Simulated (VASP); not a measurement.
# Al2Cu (Pmm2) in VASP: a series of runs, part 2 of 2

VASP 6.6.1.

### Step 4. Single point, PBE

This run uses another cell than the first one, of 15.47 Å³/atom, 0.923 times its volume.

File INCAR:

```
SYSTEM = Al2Cu
PREC = Accurate
ENCUT = 520
EDIFF = 1E-7
ISMEAR = 0
SIGMA = 0.15
LREAL = .False.
LASPH = .True.
NELM = 100
ALGO = Fast
ISIF = 2
LWAVE = .False.
LCHARG = .False.
GGA = PE
NBANDS = 16
```

File KPOINTS:

```
regular mesh
0
Gamma
  10 10 14
  0 0 0
```

File POSCAR:

```
Al2Cu
1.0
    4.0111275847      0.0000000000      0.0000000000
    0.0000000000      4.0111275847      0.0000000000
    0.0000000000      0.0000000000      2.8847334069
Al Cu
2 1
Direct
    0.5000000000      0.0019538196      0.5000000000
    0.0000000000      0.4913859260      0.5000000000
    0.0000000000      0.0028279343      0.0000000000
```

Run with:

```sh
$ cat potpaw_PBE.64/Al/POTCAR potpaw_PBE.64/Cu/POTCAR > POTCAR
$ mpirun -np 1 vasp_std > vasp.out
```

Run time: 5.9 min. Hardware: 1 thread of Intel Xeon Platinum 8488C (Sapphire Rapids), shared host; peak memory 0.31 GiB.

The run converged. Its results:

```yaml
Free_energy: -11.2363 eV
Pressure: 5.9 GPa
Largest_force: 0.493 eV/Å
```

Forces in eV/Å, atoms in the order of the input:
```
Al   0.000 -0.122  0.000
Al   0.000  0.493  0.000
Cu   0.000 -0.370  0.000
```

Stress tensor (GPa, compression positive):
```
6.82 0.00 0.00
0.00 6.91 0.00
0.00 0.00 3.82
```

Levels at points of the mesh, in eV from the Fermi level:
```csv
k point,band 5,band 6,band 7,band 8,band 9,band 10,band 11,band 12,band 13,band 14
"(0.00, 0.00, 0.00)",-4.18,-4.17,-2.31,-2.31,0.29,1.03,5.76,6.72,6.72,7.15
"(0.50, 0.00, 0.00)",-4.38,-4.21,-4.17,-0.91,1.75,1.98,2.34,7.23,8.71,9.19
"(0.00, 0.50, 0.00)",-4.38,-4.22,-4.17,-0.92,1.76,1.97,2.35,7.22,8.72,9.20
"(0.50, 0.50, 0.00)",-4.43,-4.25,-4.21,-4.20,-2.44,8.71,8.72,9.15,10.25,10.27
"(0.00, 0.00, 0.50)",-4.88,-4.15,-3.12,2.62,2.62,2.80,2.85,2.91,3.12,4.16
"(0.50, 0.00, 0.50)",-4.25,-4.20,-3.14,-2.57,-1.75,3.76,4.20,4.51,5.36,6.47
"(0.00, 0.50, 0.50)",-4.25,-4.20,-3.14,-2.57,-1.75,3.75,4.19,4.54,5.34,6.46
"(0.50, 0.50, 0.50)",-3.98,-3.65,-2.26,-2.26,-1.06,-0.89,0.04,0.04,2.41,12.38
```

### Step 5. Single point, PBE

This run uses another cell than the first one, of 15.90 Å³/atom, 0.948 times its volume.

File INCAR:

```
SYSTEM = Al2Cu
PREC = Accurate
ENCUT = 520
EDIFF = 1E-7
ISMEAR = 0
SIGMA = 0.15
LREAL = .FALSE.
LASPH = .TRUE.
NELM = 100
ALGO = Fast
ISIF = 2
LWAVE = .FALSE.
LCHARG = .TRUE.
GGA = PE
LELF = .TRUE.
LVHAR = .TRUE.
NBANDS = 16
```

File KPOINTS:

```
regular mesh
0
G
  10 10 14
  0 0 0
```

File POSCAR:

```
Al2Cu
1.0
    4.0663511639      0.0000000000      0.0000000000
    0.0000000000      4.0663511639      0.0000000000
    0.0000000000      0.0000000000      2.8847334069
Al Cu
2 1
Direct
    0.5000000000      0.0039076392      0.5000000000
    0.0000000000      0.4827718519      0.5000000000
    0.0000000000      0.0056558685      0.0000000000
```

Potentials or basis: VASP PAW PBE potentials, release 64 (Al, Cu).

Run with:

```sh
$ cat potpaw_PBE.64/Al/POTCAR potpaw_PBE.64/Cu/POTCAR > POTCAR
$ mpirun -np 1 vasp_std > vasp.out
```

OUTCAR:

```text
SYSTEM = Al2Cu
   PREC = Accurate
   ENCUT = 520
   EDIFF = 1E-7
   ISMEAR = 0
   LREAL = .FALSE.
   LASPH = .TRUE.
   NELM = 100
   ISIF = 2
   GGA = PE

 ion  position               nearest neighbor table
   1  0.500  0.004  0.500-   3 2.49   3 2.49   3 2.49   3 2.49   2 2.82   2 2.82   2 2.94   2 2.94

   2  0.000  0.483  0.500-   3 2.42   3 2.42   3 2.57   3 2.57   1 2.82   1 2.82   1 2.94   1 2.94

   3  0.000  0.006  0.000-   2 2.42   2 2.42   1 2.49   1 2.49   1 2.49   1 2.49   2 2.57   2 2.57

  LATTYP: Found a simple tetragonal cell.
 ALAT       =     4.0663511639
 C/A-ratio  =     0.7094157122

  Lattice vectors:

 A1 = (   4.0663511639,   0.0000000000,   0.0000000000)
 A2 = (   0.0000000000,   4.0663511639,   0.0000000000)
 A3 = (   0.0000000000,   0.0000000000,   2.8847334069)

Analysis of symmetry for initial positions (statically):
=====================================================================
 Subroutine PRICEL returns:
 Original cell was already a primitive cell.

[... 166 lines left out ...]
  ext. energy  EPLUGINS =         0.00000000
  ---------------------------------------------------
  free energy    TOTEN  =       -11.24592696 eV

  energy without entropy =      -11.23624220  energy(sigma->0) =      -11.24108458

 E-fermi :   7.3210     XC(G=0): -10.4747

 val. band max:        7.3180380251   @ k =   0.5000   0.0000   0.3571
 cond. band min:       7.3269755046   @ k =   0.5000   0.1000   0.2857
 fundamental gap:      0.0089374795
 Fermi energy:         7.3210309627

 k-point     1 :       0.0000    0.0000    0.0000
  band No.  band energies     occupation
      1      -3.3035      2.00000
      2       1.8950      2.00000
      3       2.3698      2.00000
      4       3.0477      2.00000
      5       3.2253      2.00000
      6       3.2336      2.00000
[... 433 lines left out ...]
      3       2.1674      2.00000
      4       2.6982      2.00000
      5       3.0475      2.00000
      6       3.2049      2.00000
[... 8 lines left out ...]
     15      17.1885      0.00000
     16      18.9761      0.00000

 [... further k-points ...]
[... 5 lines left out ...]
  --------------------------------------------------------------------------------------
  -------------------------------------------------------------------------------------
  Total        1.0051206      1.1247799      0.6977991      0.0000000      0.0000000      0.0000000
  in kB       33.7608460     37.7800641     23.4382692      0.0000000      0.0000000      0.0000000
  external PRESSURE =      31.6597264 kB  Pullay stress =       0.0000000 kB

 VOLUME and BASIS-vectors are now :
 -----------------------------------------------------------------------------
  energy-cutoff  :      520.00
  volume of cell :       47.70
      direct lattice vectors                 reciprocal lattice vectors
     4.066351164  0.000000000  0.000000000     0.245920719  0.000000000  0.000000000
     0.000000000  4.066351164  0.000000000     0.000000000  0.245920719  0.000000000
     0.000000000  0.000000000  2.884733407     0.000000000  0.000000000  0.346652484

 POSITION                                       TOTAL-FORCE (eV/Angst)
 -----------------------------------------------------------------------------------
      2.03318      0.01589      1.44237         0.000000     -0.213429      0.000000
      0.00000      1.96312      1.44237         0.000000      0.902270      0.000000
      0.00000      0.02300      0.00000         0.000000     -0.688841      0.000000
 -----------------------------------------------------------------------------------
    total drift:                                0.000000      0.000596      0.000014

  FREE ENERGIE OF THE ION-ELECTRON SYSTEM (eV)
  ---------------------------------------------------
  free  energy   TOTEN  =       -11.2459269620 eV

  energy  without entropy=      -11.2362422037  energy(sigma->0) =      -11.24108458
```

It took 7.4 min on 1 thread of Intel Xeon Platinum 8488C (Sapphire Rapids), shared host; peak memory 0.32 GiB.

Results:

- Free energy: -11.2459 eV
- Pressure: 3.2 GPa
- Largest force: 0.902 eV/Å

Forces in eV/Å, atoms in the order of the input:
```
Al   0.000 -0.213  0.000
Al   0.000  0.902  0.000
Cu   0.000 -0.689  0.000
```

Levels at points of the mesh, in eV from the Fermi level:
```
           k point  band 6  band 7  band 8  band 9  band 10  band 11  band 12  band 13
(0.00, 0.00, 0.00)   -4.09   -2.34   -2.32    0.06     0.96     5.93     6.40     6.41
(0.50, 0.00, 0.00)   -4.12   -4.09   -0.97    1.63     1.87     2.09     7.35     8.52
(0.00, 0.50, 0.00)   -4.13   -4.08   -1.01    1.67     1.84     2.11     7.33     8.55
(0.50, 0.50, 0.00)   -4.21   -4.12   -4.11   -2.42     8.62     8.63     9.23    10.16
(0.00, 0.00, 0.50)   -4.09   -3.05    2.57    2.57     2.60     2.81     2.89     3.15
(0.50, 0.00, 0.50)   -4.14   -3.07   -2.51   -1.71     3.71     4.12     4.36     5.21
(0.00, 0.50, 0.50)   -4.16   -3.07   -2.48   -1.71     3.66     4.08     4.48     5.12
(0.50, 0.50, 0.50)   -3.52   -2.25   -2.25   -0.95    -0.82    -0.02    -0.01     2.44
```

### Step 6. Single point, PBE

This run uses another cell than the first one, of 15.90 Å³/atom, 0.948 times its volume.

File INCAR:

```
PREC = Accurate ; ENCUT = 520
EDIFF = 1E-6 ; ISMEAR = 0
SIGMA = 0.15 ; LREAL = F
LASPH = T ; NELM = 80
ALGO = Fast ; ISIF = 2
LWAVE = F ; LCHARG = T
GGA = PE ; LELF = T
LVHAR = T ; NBANDS = 16
```

File KPOINTS:

```
Automatic mesh
0
Gamma
  10 10 14
```

File POSCAR:

```
Al2Cu
1.0
    4.0663511639      0.0000000000      0.0000000000
    0.0000000000      4.0663511639      0.0000000000
    0.0000000000      0.0000000000      2.8847334069
Al Cu
2 1
Direct
    0.5000000000      0.0019538196      0.5000000000
    0.0000000000      0.4913859260      0.5000000000
    0.0000000000      0.0028279343      0.0000000000
```

Potentials or basis: VASP PAW PBE potentials, release 64 (Al, Cu).

Run with:

```sh
$ cat potpaw_PBE.64/Al/POTCAR potpaw_PBE.64/Cu/POTCAR > POTCAR
$ mpirun -np 1 vasp_std > vasp.out
```

It took 6.5 min on 1 thread of Intel Xeon Platinum 8488C (Sapphire Rapids), shared host; peak memory 0.32 GiB.

The run converged. Its results:

| Property | Result |
| --- | --- |
| Free energy | -11.2767 eV |
| Pressure | 2.8 GPa |
| Largest force | 0.448 eV/Å |

Forces in eV/Å, atoms in the order of the input:
```
Al   0.000 -0.107  0.000
Al   0.000  0.448  0.000
Cu   0.000 -0.341  0.000
```

Stress tensor (GPa, compression positive):
```
3.13 0.00 0.00
0.00 3.23 0.00
0.00 0.00 1.91
```

Levels at points of the mesh, in eV from the Fermi level:
```csv
k point,band 7,band 8,band 9,band 10,band 11,band 12
"(0.00, 0.00, 0.00)",-2.34,-2.33,0.06,0.97,5.93,6.40
"(0.50, 0.00, 0.00)",-4.07,-0.98,1.64,1.85,2.10,7.36
"(0.00, 0.50, 0.00)",-4.07,-0.99,1.65,1.84,2.10,7.35
"(0.50, 0.50, 0.00)",-4.11,-4.10,-2.42,8.62,8.63,9.28
"(0.00, 0.00, 0.50)",-3.03,2.57,2.57,2.64,2.82,2.84
"(0.50, 0.00, 0.50)",-3.07,-2.49,-1.71,3.71,4.11,4.42
"(0.00, 0.50, 0.50)",-3.07,-2.49,-1.71,3.70,4.10,4.45
"(0.50, 0.50, 0.50)",-2.25,-2.24,-0.95,-0.84,-0.02,-0.02
```

### Step 7. The runs side by side

```csv
cell,further INCAR settings,gap on the mesh (eV),pressure (GPa),largest force (eV/Å)
"a = 4.176, b = 4.176, c = 2.885 Å, 3 atoms",ALGO = Fast; EDIFF = 1e-06; NBANDS = 16,none,-1.9,0.37
"a = 4.011, b = 4.011, c = 2.885 Å, 3 atoms",ALGO = Fast; EDIFF = 1e-07; NBANDS = 16,none,5.9,0.49
"a = 4.066, b = 4.066, c = 2.885 Å, 3 atoms",ALGO = Fast; EDIFF = 1e-07; NBANDS = 16,none,3.2,0.90
"a = 4.066, b = 4.066, c = 2.885 Å, 3 atoms",ALGO = Fast; EDIFF = 1e-06; NBANDS = 16,none,2.8,0.45
```

Some of these runs hold the atoms at other places in the same cell, which the table doesn't show; runs alike in all that it shows share one row.

Alike in all rows: task single point; level PBE; potentials or basis VASP PAW PBE potentials, release 64 (Al, Cu); no spin polarisation; k mesh 10 × 10 × 14; cutoff (eV) 520; smearing gaussian 0.15 eV.

Total energies depend on the potentials used, so only differences within one code and one set of settings carry meaning.
